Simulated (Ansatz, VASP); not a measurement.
# Two plane-wave programs on KTaO3

```
K Ta O
1.0
     3.99013    0.00000    0.00000
     0.00000    3.99013    0.00000
     0.00000    0.00000    3.99013
K Ta O
1 1 3
Direct
  0.50000 0.50000 0.50000
  0.00000 0.00000 0.00000
  0.50000 0.00000 0.00000
  0.00000 0.50000 0.00000
  0.00000 0.00000 0.50000
```

Alike in both runs: functional r2SCAN; k mesh 8 × 8 × 8; occupations gaussian, width 0.02 eV; no spin polarisation.

Ansatz relaxed the structure, and its values are those at the end. VASP's run is a single point on that final structure, the one shown.

```csv
,VASP,Ansatz
version,VASP 6.6.1,Ansatz 0.2.0
potentials or method,"VASP PAW PBE potentials, release 64 (K_sv, Ta_pv, O), cutoff 520 eV","scalar-relativistic, plane waves, PAW"
valence electrons in the cell,38,40
```

Ansatz gave:

```
gap on the k mesh at the Fermi level (eV) : 2.63
least direct gap on the mesh (eV)         : 3.27
pressure (GPa)                            : 0.0
```

Question: What did VASP give for the same quantities?

Answer: gap on the k mesh at the Fermi level (eV): 2.60; least direct gap on the mesh (eV): 3.25; pressure (GPa): 0.9.

VASP's potentials were made for PBE, not for r2SCAN. VASP's potentials hold 38 valence electrons a cell and Ansatz's 40, so a difference there can come from the potentials and not from the codes.

Spin-orbit coupling is off throughout.
